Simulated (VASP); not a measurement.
Crystal: CuO (Tenorite).

```
Cu O
1.0
     2.39064   -1.74700    0.00000
     2.39064    1.74700    0.00000
    -0.87743    0.00000    5.15867
Cu O
2 2
Direct
  0.49680 0.00320 0.50000
  0.00320 0.49680 0.00000
  0.40560 0.57140 0.75370
  0.57140 0.40560 0.25370
```

Base run:

- Program: VASP 6.6.1
- Functional: r2SCAN
- Potentials or basis: VASP PAW PBE potentials, release 64 (Cu, O)
- Cutoff: 520 eV
- k mesh: 10 × 10 × 5
- Occupations: fermi-dirac, width 0.05 eV
- Spin: no spin polarisation

Its results: band gap on the k mesh zero (band 17 reaches 4.97 eV, above the bottom of band 18 at 4.39 eV); pressure -9.7 GPa; largest force 0.703 eV/Å.

Q: The run is repeated on the same cell with these changes: functional from r2SCAN to LDA; potentials or basis from VASP PAW PBE potentials, release 64 (Cu, O) to VASP PAW LDA potentials, release 64 (Cu, O). What comes out?

A: Band gap on the k mesh zero (band 17 reaches 4.84 eV, above the bottom of band 18 at 4.23 eV); pressure -17.0 GPa; largest force 0.791 eV/Å.

Caveats: semilocal functionals often make such compounds metallic where correlation or magnetic order opens a gap, which also shifts bond lengths; the PAW data sets were made with another functional, which shifts forces and pressure a little (some runs).
